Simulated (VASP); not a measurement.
# SnSe in VASP: a series of runs

SnSe is run at these levels: PBEsol; tasks: single point.

Everything below comes from runs of VASP 6.6.1. Logs are shortened: lines on timing, memory, paths and dates and some standing lists are left out, and cuts for length are marked.

## Step 1: The cell of the first run

The cell holds a slab with vacuum, 4 atoms: a = 3.819 Å, b = 3.819 Å, c = 21.146 Å, α = 90.00°, β = 90.00°, γ = 120.00°.

## Step 2: Single point, PBEsol

The input, INCAR:

```
SYSTEM = SnSe
PREC = Accurate
ENCUT = 520
EDIFF = 1E-6
ISMEAR = 0
SIGMA = 0.05
LREAL = .FALSE.
LASPH = .TRUE.
NELM = 100
ALGO = Normal
ISIF = 2
LWAVE = .FALSE.
LCHARG = .TRUE.
LDIPOL = .TRUE.
IDIPOL = 3
DIPOL = 0.5 0.5 0.500
GGA = PS
LELF = .TRUE.
LVHAR = .TRUE.
LVACPOTAV = .TRUE.
NBANDS = 28
```

The input, KPOINTS:

```
Automatic mesh
0
G
  9 9 1
  0 0 0
```

The input, POSCAR:

```
SnSe
1.0
    3.8193055657      0.0000000000      0.0000000000
   -1.9096527828      3.3076156447      0.0000000000
    0.0000000000      0.0000000000     21.1458278254
Sn Se
2 2
Direct
    0.0000000000      0.0000000000      0.3546798953
    0.0000000000      0.0000000000      0.6453201047
    0.3333333333      0.6666666667      0.4296663622
    0.6666666667      0.3333333333      0.5703336378
```

Potentials or basis: VASP PAW PBE potentials, release 64 (Sn_d, Se).

Command:

```
$ cat potpaw_PBE.64/Sn_d/POTCAR potpaw_PBE.64/Se/POTCAR > POTCAR
$ mpirun -np 1 vasp_std > vasp.out
```

OUTCAR:

```text
SYSTEM = SnSe
   PREC = Accurate
   ENCUT = 520
   EDIFF = 1E-6
   ISMEAR = 0
   LREAL = .FALSE.
   LASPH = .TRUE.
   NELM = 100
   ISIF = 2
   GGA = PS

 ion  position               nearest neighbor table
   1  0.000  0.000  0.355-   3 2.72   3 2.72   3 2.72
   2  0.000  0.000  0.645-   4 2.72   4 2.72   4 2.72
   3  0.333  0.667  0.430-   1 2.72   1 2.72   1 2.72
   4  0.667  0.333  0.570-   2 2.72   2 2.72   2 2.72

  LATTYP: Found a hexagonal cell.
 ALAT       =     3.8193055657
 C/A-ratio  =     5.5365635092

  Lattice vectors:

 A1 = (   3.8193055657,   0.0000000000,   0.0000000000)
 A2 = (  -1.9096527828,   3.3076156447,   0.0000000000)
 A3 = (   0.0000000000,   0.0000000000,  21.1458278254)

Analysis of symmetry for initial positions (statically):
=====================================================================
 Subroutine PRICEL returns:
 Original cell was already a primitive cell.

 Routine SETGRP: Setting up the symmetry group for a
 hexagonal supercell.

 Subroutine GETGRP returns: Found 12 space group operations
 (whereof 12 operations were pure point group operations)
 out of a pool of 24 trial point group operations.

The static configuration has the point symmetry D_3d.

Analysis of symmetry for dynamics (positions and initial velocities):
=====================================================================
 Subroutine PRICEL returns:
 Original cell was already a primitive cell.

 Routine SETGRP: Setting up the symmetry group for a
 hexagonal supercell.

 Subroutine GETGRP returns: Found 12 space group operations
 (whereof 12 operations were pure point group operations)
 out of a pool of 24 trial point group operations.

The dynamic configuration has the point symmetry D_3d.

 Subroutine INISYM returns: Found 12 space group operations
 (whereof 12 operations are pure point group operations),
 and found     1 'primitive' translations

----------------------------------------------------------------------------------------

                                     Primitive cell

  volume of cell :     267.1309

  direct lattice vectors                    reciprocal lattice vectors
     3.819305566  0.000000000  0.000000000     0.261827702  0.151166294  0.000000000
    -1.909652783  3.307615645  0.000000000     0.000000000  0.302332589  0.000000000
     0.000000000  0.000000000 21.145827825     0.000000000  0.000000000  0.047290653

  length of vectors
     3.819305566  3.819305566 21.145827825     0.302332589  0.302332589  0.047290653

  position of ions in fractional coordinates (direct lattice)
     0.000000000  0.000000000  0.354679895
     0.000000000  0.000000000  0.645320105
     0.333333333  0.666666667  0.429666362
     0.666666667  0.333333333  0.570333638

  ion indices of the primitive-cell ions
   primitive index   ion index
                 1           1
                 2           2
                 3           3
                 4           4

----------------------------------------------------------------------------------------

 KPOINTS: Automatic mesh

Automatic generation of k-mesh.
 Grid dimensions read from file:
 generate k-points for:    9    9    1

 Generating k-lattice:

  Cartesian coordinates                     Fractional coordinates (reciprocal lattice)
     0.029091967  0.016796255  0.000000000     0.111111111 -0.000000000  0.000000000
     0.000000000  0.033592510  0.000000000     0.000000000  0.111111111  0.000000000
     0.000000000  0.000000000  0.047290653     0.000000000  0.000000000  1.000000000

  Length of vectors
     0.033592510  0.033592510  0.047290653

  Shift w.r.t. Gamma in fractional coordinates (k-lattice)
     0.000000000  0.000000000  0.000000000

 Subroutine IBZKPT returns following result:
 ===========================================

 Found     12 irreducible k-points:

 Following reciprocal coordinates:
            Coordinates               Weight
  0.000000  0.000000  0.000000      1.000000
  0.111111  0.000000  0.000000      6.000000
  0.222222  0.000000  0.000000      6.000000
  0.333333  0.000000  0.000000      6.000000
  0.444444  0.000000  0.000000      6.000000
  0.111111  0.111111  0.000000      6.000000
  0.222222  0.111111  0.000000     12.000000
  0.333333  0.111111  0.000000     12.000000
  0.444444  0.111111  0.000000      6.000000
  0.222222  0.222222  0.000000      6.000000
  0.333333  0.222222  0.000000     12.000000
  0.333333  0.333333  0.000000      2.000000
   k-points           NKPTS =     12   k-points in BZ     NKDIM =     12   number of bands    NBANDS=     28
   number of dos      NEDOS =    301   number of ions     NIONS =      4
   total plane-waves  NPLWV = 125440
   dimension x,y,z NGX =    28 NGY =   28 NGZ =  160
   dimension x,y,z NGXF=    56 NGYF=   56 NGZF=  320
   ions per type =               2   2
   NGX,Y,Z   is equivalent  to a cutoff of  12.19, 12.19, 12.58 a.u.
   NGXF,Y,Z  is equivalent  to a cutoff of  24.38, 24.38, 25.16 a.u.
 SYSTEM =  SnSe
   PREC   = accura    normal or accurate (medium, high low for compatibility)
   ISTART =      0    job   : 0-new  1-cont  2-samecut
   ICHARG =      2    charge: 1-file 2-atom 10-const
   ISPIN  =      1    spin polarized calculation?
   LNONCOLLINEAR =      F non collinear calculations
   LSORBIT =      F    spin-orbit coupling
   LASPH  =      T    aspherical Exc in radial PAW
   ENCUT  =  520.0 eV  38.22 Ry    6.18 a.u.   7.10  7.10 39.32*2*pi/ulx,y,z
   NELM   =    100;   NELMIN=  2; NELMDL= -5     # of ELM steps
   EDIFF  = 0.1E-05   stopping-criterion for ELM
   LREAL  =      F    real-space projection
   EDIFFG = 0.1E-04   stopping-criterion for IOM
   NSW    =      0    number of steps for IOM
   IBRION =     -1    ionic relax: 0-MD 1-quasi-New 2-CG
   NFREE  =      0    steps in history (QN), initial steepest desc. (CG)
   ISIF   =      2    stress and relaxation
   ISYM   =      2    0-nonsym 1-usesym 2-fastsym
   POTIM  = 0.5000    time-step for ionic-motion
   TEBEG  =    0.0;   TEEND  =   0.0 temperature during run
   PSTRESS=    0.0 pullay stress
   NELECT =      40.0000    total number of electrons
   NUPDOWN=      -1.0000    fix difference up-down
   EMIN   =  10.00;   EMAX   =-10.00  energy-range for DOS
   EFERMI =   0.00;   METHOD = LEGACY
   ISMEAR =     0;   SIGMA  =   0.05  broadening in eV -4-tet -1-fermi 0-gaus
   EFERMI_NEDOS =   21; number of points for ismear=-14 and -15
   IALGO  =     38    algorithm
   IMIX   =      4    mixing-type and parameters
     AMIX     =   0.40;   BMIX     =  1.00
     AMIX_MAG =   1.60;   BMIX_MAG =  1.00
  volume/ion in A,a.u.               =      66.78       450.67
  Fermi-wavevector in a.u.,A,eV,Ry     =   0.869334  1.642803 10.282494  0.755742
  Thomas-Fermi vector in A             =   1.988141
   LORBIT       =      0    0 simple, 1 ext, 2 COOP (PROOUT), +10 PAW based schemes
   GGA     = PS    functional components
   LHFCALC =     F    Hartree Fock is set to
   AEXX    =    0.0000 exact exchange contribution
   IVDW    =     0    specifies the selected vdW correction
   LEPSILON=     F    determine dielectric tensor
   LRPA    =     F    only Hartree local field effects (RPA)
 non-spin polarized calculation
 Gauss-broadening in eV      SIGMA  =   0.05
  energy-cutoff  :      520.00
  volume of cell :      267.13
 maximum number of plane-waves:      7225
   NGX = 15   NGY = 15   NGZ = 79

 dipolmoment           0.000000      0.000000     -0.000000 electrons x Angstroem

 number of electron      40.0000014 magnetization

 dipolmoment           0.000000      0.000000      0.000000 electrons x Angstroem

 Free energy of the ion-electron system (eV)
  ---------------------------------------------------
  ext. energy  EPLUGINS =         0.00000000
  ---------------------------------------------------
  free energy    TOTEN  =       -17.25902529 eV

  energy without entropy =      -17.25902529  energy(sigma->0) =      -17.25902529

 E-fermi :  -0.7903     XC(G=0):  -4.6648

 val. band max:       -1.0726489965   @ k =   0.1111   0.0000   0.0000
 cond. band min:       0.4105133207   @ k =   0.4444   0.0000   0.0000
 fundamental gap:      1.4831623172
 Fermi energy:        -0.7903474517

 k-point     1 :       0.0000    0.0000    0.0000
  band No.  band energies     occupation
      1     -21.8044      2.00000
      2     -21.8044      2.00000
      3     -21.8043      2.00000
      4     -21.8043      2.00000
      5     -21.7173      2.00000
      6     -21.7173      2.00000
[... 20 lines left out ...]
     27       3.6716      0.00000
     28       3.7938      0.00000

 k-point     2 :       0.1111    0.0000    0.0000
  band No.  band energies     occupation
      1     -21.8063      2.00000
      2     -21.8063      2.00000
      3     -21.7989      2.00000
      4     -21.7989      2.00000
      5     -21.7215      2.00000
      6     -21.7215      2.00000
[... 20 lines left out ...]
     27       3.8152      0.00000
     28       4.0194      0.00000

 k-point     3 :       0.2222    0.0000    0.0000
  band No.  band energies     occupation
      1     -21.8121      2.00000
      2     -21.8120      2.00000
      3     -21.7853      2.00000
      4     -21.7852      2.00000
      5     -21.7313      2.00000
      6     -21.7312      2.00000
[... 20 lines left out ...]
     27       4.3436      0.00000
     28       4.5695      0.00000

 k-point     4 :       0.3333    0.0000    0.0000
  band No.  band energies     occupation
      1     -21.8197      2.00000
      2     -21.8197      2.00000
      3     -21.7699      2.00000
      4     -21.7699      2.00000
      5     -21.7416      2.00000
      6     -21.7414      2.00000
[... 206 lines left out ...]
     27       5.3971      0.00000
     28       5.6400      0.00000

 k-point    11 :       0.3333    0.2222    0.0000
  band No.  band energies     occupation
      1     -21.8116      2.00000
      2     -21.8116      2.00000
      3     -21.7720      2.00000
      4     -21.7720      2.00000
      5     -21.7416      2.00000
      6     -21.7415      2.00000
[... 20 lines left out ...]
     27       5.6243      0.00000
     28       6.1642      0.00000

 k-point    12 :       0.3333    0.3333    0.0000
  band No.  band energies     occupation
      1     -21.8058      2.00000
      2     -21.8058      2.00000
      3     -21.7764      2.00000
      4     -21.7764      2.00000
      5     -21.7370      2.00000
      6     -21.7370      2.00000
[... 20 lines left out ...]
     27       6.6034      0.00000
     28       6.7977      0.00000

------------------------ aborting loop because EDIFF is reached ----------------------------------------

  FORCE on cell =-STRESS in cart. coord.  units (eV):
  Direction    XX          YY          ZZ          XY          YZ          ZX
  --------------------------------------------------------------------------------------
  -------------------------------------------------------------------------------------
  Total       -0.0447191     -0.0447191     -0.3349555     -0.0000000      0.0000000     -0.0000000
  in kB       -0.2682129     -0.2682129     -2.0089705     -0.0000000      0.0000000     -0.0000000
  external PRESSURE =      -0.8484654 kB  Pullay stress =       0.0000000 kB

 VOLUME and BASIS-vectors are now :
 -----------------------------------------------------------------------------
  energy-cutoff  :      520.00
  volume of cell :      267.13
      direct lattice vectors                 reciprocal lattice vectors
     3.819305566  0.000000000  0.000000000     0.261827702  0.151166294  0.000000000
    -1.909652783  3.307615645  0.000000000     0.000000000  0.302332589  0.000000000
     0.000000000  0.000000000 21.145827825     0.000000000  0.000000000  0.047290653

 POSITION                                       TOTAL-FORCE (eV/Angst)
 -----------------------------------------------------------------------------------
      0.00000      0.00000      7.50000         0.000000      0.000000      0.116883
      0.00000      0.00000     13.64583        -0.000000     -0.000000     -0.116883
     -0.00000      2.20508      9.08565        -0.000000      0.000000     -0.138505
      1.90965      1.10254     12.06018         0.000000      0.000000      0.138505
 -----------------------------------------------------------------------------------
    total drift:                                0.000000      0.000000      0.000000

  FREE ENERGIE OF THE ION-ELECTRON SYSTEM (eV)
  ---------------------------------------------------
  free  energy   TOTEN  =       -17.2590252947 eV

  energy  without entropy=      -17.2590252947  energy(sigma->0) =      -17.25902529

 vacuum level on the upper side and lower side of the slab         3.962         3.962
```

Run time: 1.7 min. Hardware: 1 thread of Intel Xeon Platinum 8488C (Sapphire Rapids), shared host; peak memory 0.38 GiB.

Results:

```
Free energy            : -17.2590 eV
Largest force          : 0.139 eV/Å
Band gap on the k mesh : 1.48 eV, indirect (least direct gap 1.89 eV)
```

Forces on the atoms (eV/Å):
```
Sn   0.000  0.000  0.117
Sn   0.000  0.000 -0.117
Se   0.000  0.000 -0.139
Se   0.000  0.000  0.139
```

Caveat: the PAW data sets were made with another functional, which shifts forces and pressure a little; spin-orbit coupling is left out, which moves the levels of the heavy elements.

[end of part 1 of 2]
